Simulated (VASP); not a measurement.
Set up this calculation in VASP 6.6.1, as the native input.

```yaml
Task: single point
Functional: r2SCAN
Potentials_or_basis: VASP PAW PBE potentials, release 64 (Sb)
Cutoff: 520 eV
k_mesh: 18 × 18 × 18
Occupations: gaussian, width 0.1 eV
Spin: no spin polarisation
Dipole_correction: no
Further_INCAR_settings: ALGO = Normal; EDIFF = 1e-07; NBANDS = 8
```

The system is Sb.

```
Sb
1.0
     3.08819    0.00000    0.00000
     0.00000    3.08819    0.00000
     0.00000    0.00000    3.08819
Sb
1
Cartesian
  0.0000 0.0000 0.0000
```

The input as run:

POSCAR

```
Sb
1.0
    3.0881924932      0.0000000000      0.0000000000
    0.0000000000      3.0881924932      0.0000000000
    0.0000000000      0.0000000000      3.0881924932
Sb
1
Direct
    0.0000000000      0.0000000000      0.0000000000
```

INCAR.step1

```
SYSTEM = Sb
PREC = Accurate ; ENCUT = 520
ISMEAR = 0 ; SIGMA = 0.1
LREAL = .FALSE. ; LASPH = .TRUE.
NELM = 80 ; NBANDS = 8
GGA = PE ; ALGO = Normal
EDIFF = 1E-4 ; LWAVE = .TRUE.
LCHARG = .FALSE.
```

INCAR.step2

```
SYSTEM = Sb
PREC = Accurate ; ENCUT = 520
EDIFF = 1E-7 ; ISMEAR = 0
SIGMA = 0.1 ; LREAL = .FALSE.
LASPH = .TRUE. ; NELM = 80
ALGO = Normal ; ISIF = 2
LWAVE = .FALSE. ; LCHARG = .FALSE.
METAGGA = R2SCAN ; LMIXTAU = .TRUE.
NBANDS = 8 ; ISTART = 1
```

KPOINTS

```
regular mesh
0
G
  18 18 18
  0 0 0
```

Potentials or basis: VASP PAW PBE potentials, release 64 (Sb).

Launch:

```console
$ cat potpaw_PBE.64/Sb/POTCAR > POTCAR
$ cp INCAR.step1 INCAR
$ mpirun -np 1 vasp_std > vasp.out
$ cp INCAR.step2 INCAR
$ mpirun -np 1 vasp_std > vasp.out
```

It gave:

```yaml
Pressure: 0.0 GPa
```

Caveat: the PAW data sets were made with another functional, which shifts forces and pressure a little.

It took 60 s on 1 thread of Intel(R) Xeon(R) Platinum 8488C (Sapphire Rapids) (shared host), peak memory 0.18 GiB.
